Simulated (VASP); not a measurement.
# Cd (Cmce) in VASP: further runs

The runs below take Cd through single point, with PBEsol.

Program: VASP 6.6.1. These are calculated values, not measurements. Logs are shortened: lines on timing, memory, paths and dates and some standing lists are left out, and cuts for length are marked.

## 1. The cell of the first run

The structure is orthorhombic, space group Cmce (No. 64). Conventional cell: a = 4.752 Å, b = 8.054 Å, c = 4.758 Å, α = 90.00°, β = 90.00°, γ = 90.00°. Within 3.4 Å of Cd (site symmetry m) lie 7 Cd at 2.57 to 2.94 Å.

## 2. Single point, PBEsol

File INCAR:

```
SYSTEM = Cd
ALGO = Normal
EDIFF = 1E-6
ENCUT = 630
GGA = PS
GGA_COMPAT = .FALSE.
ISIF = 2
ISMEAR = 0
LASPH = .TRUE.
LCHARG = .FALSE.
LREAL = .FALSE.
LWAVE = .FALSE.
NBANDS = 48
NELM = 120
PREC = Accurate
SIGMA = 0.1
```

File KPOINTS:

```
k-points
0
G
  4 4 4
  0 0 0
```

File POSCAR:

```
Cd
1.0
    2.3759859175     -4.0268555085      0.0000000000
    2.3759859175      4.0268555085      0.0000000000
    0.0000000000      0.0000000000      4.7582927676
Cd
4
Direct
    0.1525000000      0.8475000000      0.0785000000
    0.6525000000      0.3475000000      0.4215000000
    0.8475000000      0.1525000000      0.9215000000
    0.3475000000      0.6525000000      0.5785000000
```

Potentials or basis: VASP PAW PBE potentials, release 64 (Cd_sv_GW).

Started as:

```console
cat potpaw_PBE.64/Cd_sv_GW/POTCAR > POTCAR
mpirun -np 1 vasp_std > vasp.out
```

OUTCAR:

```text
SYSTEM = Cd
   EDIFF = 1E-6
   ENCUT = 630
   GGA = PS
   ISIF = 2
   ISMEAR = 0
   LASPH = .TRUE.
   LREAL = .FALSE.
   NELM = 120
   PREC = Accurate

 ion  position               nearest neighbor table
   1  0.153  0.847  0.078-   3 2.57
   2  0.653  0.347  0.422-   4 2.57
   3  0.847  0.153  0.922-   1 2.57
   4  0.347  0.653  0.578-   2 2.57

  LATTYP: Found a base centered orthorhombic cell.
 ALAT       =     4.7519718350
 B/A-ratio  =     1.6948145521
 C/A-ratio  =     1.0013301705

  Lattice vectors:

 A1 = (   2.3759859175,  -4.0268555085,   0.0000000000)
 A2 = (   2.3759859175,   4.0268555085,   0.0000000000)
 A3 = (   0.0000000000,   0.0000000000,   4.7582927676)

Analysis of symmetry for initial positions (statically):
=====================================================================
 Subroutine PRICEL returns:
 Original cell was already a primitive cell.

 Routine SETGRP: Setting up the symmetry group for a
 base centered orthorhombic supercell.

 Subroutine GETGRP returns: Found  8 space group operations
 (whereof  4 operations were pure point group operations)
 out of a pool of  8 trial point group operations.

The static configuration has the point symmetry C_2h.
 The point group associated with its full space group is D_2h.

Analysis of symmetry for dynamics (positions and initial velocities):
=====================================================================
 Subroutine PRICEL returns:
 Original cell was already a primitive cell.

 Routine SETGRP: Setting up the symmetry group for a
 base centered orthorhombic supercell.

 Subroutine GETGRP returns: Found  8 space group operations
 (whereof  4 operations were pure point group operations)
 out of a pool of  8 trial point group operations.

The dynamic configuration has the point symmetry C_2h.
 The point group associated with its full space group is D_2h.

 Subroutine INISYM returns: Found  8 space group operations
 (whereof  4 operations are pure point group operations),
 and found     1 'primitive' translations

----------------------------------------------------------------------------------------

                                     Primitive cell

  volume of cell :      91.0523

  direct lattice vectors                    reciprocal lattice vectors
     2.375985917 -4.026855508  0.000000000     0.210438958 -0.124166362  0.000000000
     2.375985917  4.026855508  0.000000000     0.210438958  0.124166362  0.000000000
     0.000000000  0.000000000  4.758292768     0.000000000  0.000000000  0.210159410

  length of vectors
     4.675561396  4.675561396  4.758292768     0.244339601  0.244339601  0.210159410

  position of ions in fractional coordinates (direct lattice)
     0.152500000  0.847500000  0.078500000
     0.652500000  0.347500000  0.421500000
     0.847500000  0.152500000  0.921500000
     0.347500000  0.652500000  0.578500000

  ion indices of the primitive-cell ions
   primitive index   ion index
                 1           1
                 2           2
                 3           3
                 4           4

----------------------------------------------------------------------------------------

 KPOINTS: k-points

Automatic generation of k-mesh.
 Grid dimensions read from file:
 generate k-points for:    4    4    4

 Generating k-lattice:

  Cartesian coordinates                     Fractional coordinates (reciprocal lattice)
     0.052609739 -0.031041591  0.000000000     0.250000000 -0.000000000  0.000000000
     0.052609739  0.031041591  0.000000000    -0.000000000  0.250000000  0.000000000
     0.000000000  0.000000000  0.052539852     0.000000000  0.000000000  0.250000000

  Length of vectors
     0.061084900  0.061084900  0.052539852

  Shift w.r.t. Gamma in fractional coordinates (k-lattice)
     0.000000000  0.000000000  0.000000000

 Subroutine IBZKPT returns following result:
 ===========================================

 Found     21 irreducible k-points:

 Following reciprocal coordinates:
            Coordinates               Weight
  0.000000  0.000000  0.000000      1.000000
  0.250000 -0.000000  0.000000      4.000000
  0.500000 -0.000000  0.000000      2.000000
  0.250000  0.250000  0.000000      2.000000
  0.500000  0.250000  0.000000      4.000000
 -0.250000  0.250000  0.000000      2.000000
[... 13 lines left out ...]
 -0.250000  0.250000  0.500000      2.000000
  0.500000  0.500000  0.500000      1.000000
   k-points           NKPTS =     21   k-points in BZ     NKDIM =     21   number of bands    NBANDS=     48
   number of dos      NEDOS =    301   number of ions     NIONS =      4
   total plane-waves  NPLWV =  64000
   dimension x,y,z NGX =    40 NGY =   40 NGZ =   40
   dimension x,y,z NGXF=    80 NGYF=   80 NGZF=   80
   ions per type =               4
   NGX,Y,Z   is equivalent  to a cutoff of  14.22, 14.22, 13.98 a.u.
   NGXF,Y,Z  is equivalent  to a cutoff of  28.45, 28.45, 27.95 a.u.
 SYSTEM =  Cd
   PREC   = accura    normal or accurate (medium, high low for compatibility)
   ISTART =      0    job   : 0-new  1-cont  2-samecut
   ICHARG =      2    charge: 1-file 2-atom 10-const
   ISPIN  =      1    spin polarized calculation?
   LNONCOLLINEAR =      F non collinear calculations
   LSORBIT =      F    spin-orbit coupling
   LASPH  =      T    aspherical Exc in radial PAW
   ENCUT  =  630.0 eV  46.30 Ry    6.80 a.u.   9.57  9.57  9.74*2*pi/ulx,y,z
   NELM   =    120;   NELMIN=  2; NELMDL= -5     # of ELM steps
   EDIFF  = 0.1E-05   stopping-criterion for ELM
   LREAL  =      F    real-space projection
   EDIFFG = 0.1E-04   stopping-criterion for IOM
   NSW    =      0    number of steps for IOM
   IBRION =     -1    ionic relax: 0-MD 1-quasi-New 2-CG
   NFREE  =      0    steps in history (QN), initial steepest desc. (CG)
   ISIF   =      2    stress and relaxation
   ISYM   =      2    0-nonsym 1-usesym 2-fastsym
   POTIM  = 0.5000    time-step for ionic-motion
   TEBEG  =    0.0;   TEEND  =   0.0 temperature during run
   PSTRESS=    0.0 pullay stress
   NELECT =      80.0000    total number of electrons
   NUPDOWN=      -1.0000    fix difference up-down
   EMIN   =  10.00;   EMAX   =-10.00  energy-range for DOS
   EFERMI =   0.00;   METHOD = LEGACY
   ISMEAR =     0;   SIGMA  =   0.10  broadening in eV -4-tet -1-fermi 0-gaus
   EFERMI_NEDOS =   21; number of points for ismear=-14 and -15
   IALGO  =     38    algorithm
   IMIX   =      4    mixing-type and parameters
     AMIX     =   0.40;   BMIX     =  1.00
     AMIX_MAG =   1.60;   BMIX_MAG =  1.00
  volume/ion in A,a.u.               =      22.76       153.61
  Fermi-wavevector in a.u.,A,eV,Ry     =   1.567982  2.963057 33.450852  2.458568
  Thomas-Fermi vector in A             =   2.670081
   LORBIT       =      0    0 simple, 1 ext, 2 COOP (PROOUT), +10 PAW based schemes
   GGA     = PS    functional components
   LHFCALC =     F    Hartree Fock is set to
   AEXX    =    0.0000 exact exchange contribution
   IVDW    =     0    specifies the selected vdW correction
   LEPSILON=     F    determine dielectric tensor
   LRPA    =     F    only Hartree local field effects (RPA)
 non-spin polarized calculation
 Gauss-broadening in eV      SIGMA  =   0.10
  energy-cutoff  :      630.00
  volume of cell :       91.05
 maximum number of plane-waves:      3303
 NGX is ok and might be reduce to    40
   NGX = 19   NGY = 19   NGZ = 19

 number of electron      80.0000015 magnetization

 Free energy of the ion-electron system (eV)
  ---------------------------------------------------
  ext. energy  EPLUGINS =         0.00000000
  ---------------------------------------------------
  free energy    TOTEN  =        -4.03406309 eV

  energy without entropy =       -4.02572826  energy(sigma->0) =       -4.02989568

 E-fermi :   5.7744     XC(G=0): -11.0540

 val. band max:        5.7246753173   @ k =  -0.2500   0.2500   0.2500
 cond. band min:       5.8231124256   @ k =   0.5000  -0.0000   0.2500
 fundamental gap:      0.0984371083
 Fermi energy:         5.7744362239

 k-point     1 :       0.0000    0.0000    0.0000
  band No.  band energies     occupation
      1     -97.3304      2.00000
      2     -97.3228      2.00000
      3     -97.3149      2.00000
      4     -97.3143      2.00000
      5     -58.4800      2.00000
      6     -58.4634      2.00000
[... 40 lines left out ...]
     47      13.6808      0.00000
     48      14.3821      0.00000

 k-point     2 :       0.2500   -0.0000    0.0000
  band No.  band energies     occupation
      1     -97.3290      2.00000
      2     -97.3234      2.00000
      3     -97.3154      2.00000
      4     -97.3147      2.00000
      5     -58.4772      2.00000
      6     -58.4648      2.00000
[... 40 lines left out ...]
     47      13.1367      0.00000
     48      13.2879      0.00000

 k-point     3 :       0.5000   -0.0000    0.0000
  band No.  band energies     occupation
      1     -97.3258      2.00000
      2     -97.3258      2.00000
      3     -97.3154      2.00000
      4     -97.3154      2.00000
      5     -58.4704      2.00000
      6     -58.4704      2.00000
[... 40 lines left out ...]
     47      13.6159      0.00000
     48      13.6159      0.00000

 k-point     4 :       0.2500    0.2500    0.0000
  band No.  band energies     occupation
      1     -97.3274      2.00000
      2     -97.3233      2.00000
      3     -97.3179      2.00000
      4     -97.3138      2.00000
      5     -58.4757      2.00000
      6     -58.4645      2.00000
[... 805 lines left out ...]
     47      15.3071      0.00000
     48      15.3071      0.00000

 k-point    20 :      -0.2500    0.2500    0.5000
  band No.  band energies     occupation
      1     -97.3258      2.00000
      2     -97.3258      2.00000
      3     -97.3154      2.00000
      4     -97.3154      2.00000
      5     -58.4715      2.00000
      6     -58.4715      2.00000
[... 40 lines left out ...]
     47      13.4217      0.00000
     48      13.4217      0.00000

 k-point    21 :       0.5000    0.5000    0.5000
  band No.  band energies     occupation
      1     -97.3245      2.00000
      2     -97.3245      2.00000
      3     -97.3167      2.00000
      4     -97.3167      2.00000
      5     -58.4688      2.00000
      6     -58.4688      2.00000
[... 40 lines left out ...]
     47      16.1555      0.00000
     48      16.1934      0.00000

------------------------ aborting loop because EDIFF is reached ----------------------------------------

  FORCE on cell =-STRESS in cart. coord.  units (eV):
  Direction    XX          YY          ZZ          XY          YZ          ZX
  --------------------------------------------------------------------------------------
  -------------------------------------------------------------------------------------
  Total        1.9222331      6.0334015      3.3863750      0.0000000      0.0000000      0.0000000
  in kB       33.8240471    106.1650935     59.5874173      0.0000000      0.0000000      0.0000000
  external PRESSURE =      66.5255193 kB  Pullay stress =       0.0000000 kB

 VOLUME and BASIS-vectors are now :
 -----------------------------------------------------------------------------
  energy-cutoff  :      630.00
  volume of cell :       91.05
      direct lattice vectors                 reciprocal lattice vectors
     2.375985917 -4.026855508  0.000000000     0.210438958 -0.124166362  0.000000000
     2.375985917  4.026855508  0.000000000     0.210438958  0.124166362  0.000000000
     0.000000000  0.000000000  4.758292768     0.000000000  0.000000000  0.210159410

 POSITION                                       TOTAL-FORCE (eV/Angst)
 -----------------------------------------------------------------------------------
      2.37599      2.79866      0.37353         0.000000     -0.752985      0.211559
      2.37599     -1.22819      2.00562         0.000000     -0.752985     -0.211559
      2.37599     -2.79866      4.38477         0.000000      0.752985     -0.211559
      2.37599      1.22819      2.75267         0.000000      0.752985      0.211559
 -----------------------------------------------------------------------------------
    total drift:                                0.000000      0.000000     -0.000000

  FREE ENERGIE OF THE ION-ELECTRON SYSTEM (eV)
  ---------------------------------------------------
  free  energy   TOTEN  =        -4.0340630899 eV

  energy  without entropy=       -4.0257282605  energy(sigma->0) =       -4.02989568
```

Wall time 1.8 min (1 thread of Intel Xeon Platinum 8375C at 2.90GHz (Ice Lake), shared host); peak memory 0.3 GiB.

Results:

| Property | Result |
| --- | --- |
| Free energy | -4.0341 eV |
| Pressure | 6.7 GPa |
| Largest force | 0.782 eV/Å |
| Band gap on the k mesh | zero (bands 40 and 41 overlap by 3.62 eV) |

Forces on the atoms (eV/Å):
```
Cd   0.000 -0.753  0.212
Cd   0.000 -0.753 -0.212
Cd   0.000  0.753 -0.212
Cd   0.000  0.753  0.212
```

Stress tensor (GPa, compression positive):
```
 3.38  0.00  0.00
 0.00 10.62  0.00
 0.00  0.00  5.96
```

Caveat: the k points lie up to 0.38 Å⁻¹ apart, too coarse for converged energies and pressures of a metal; the PAW data sets were made with another functional, which shifts forces and pressure a little.

(Part 1 of 2 ends here.)

The gap in the log of VASP goes by the Fermi energy; the results here count the filled bands.